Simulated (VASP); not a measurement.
## Nb: single point with PBE

Nb:

```xyz
1
Lattice="0.0000 2.0818 2.0818 2.0818 0.0000 2.0818 2.0818 2.0818 0.0000" Properties=species:S:1:pos:R:3 pbc="T T T"
Nb    0.0000    0.0000    0.0000
```

This cell differs from its parent crystal: volume scaled by 0.96.

| Item | Value |
| --- | --- |
| Program | VASP 6.6.1 |
| Task | single point |
| Functional | PBE |
| Potentials or basis | VASP PAW PBE potentials, release 64 (Nb_sv) |
| Cutoff | 520 eV |
| k mesh | 14 × 14 × 14 |
| Occupations | fermi-dirac, width 0.1 eV |
| Spin | no spin polarisation |

The pressure is 6.6 GPa.

Levels at points of the mesh, in eV from the Fermi level:
| k point | band 2 | band 3 | band 4 | band 5 | band 6 | band 7 | band 8 | band 9 | band 10 | band 11 |
| --- | --- | --- | --- | --- | --- | --- | --- | --- | --- | --- |
| (0.00, 0.00, 0.00) | -30.06 | -30.06 | -30.06 | -6.33 | 0.07 | 0.07 | 0.07 | 2.81 | 2.81 | 11.85 |
| (0.50, 0.00, 0.00) | -31.41 | -30.24 | -30.24 | -3.99 | -0.13 | -0.13 | 1.51 | 4.89 | 4.89 | 11.00 |
| (0.50, 0.50, 0.00) | -31.32 | -30.54 | -30.54 | -4.28 | -3.52 | 3.82 | 4.87 | 5.48 | 5.48 | 11.57 |

It took 10 s on 1 thread of Intel(R) Xeon(R) Platinum 8488C (Sapphire Rapids) (shared host), peak memory 0.14 GiB.
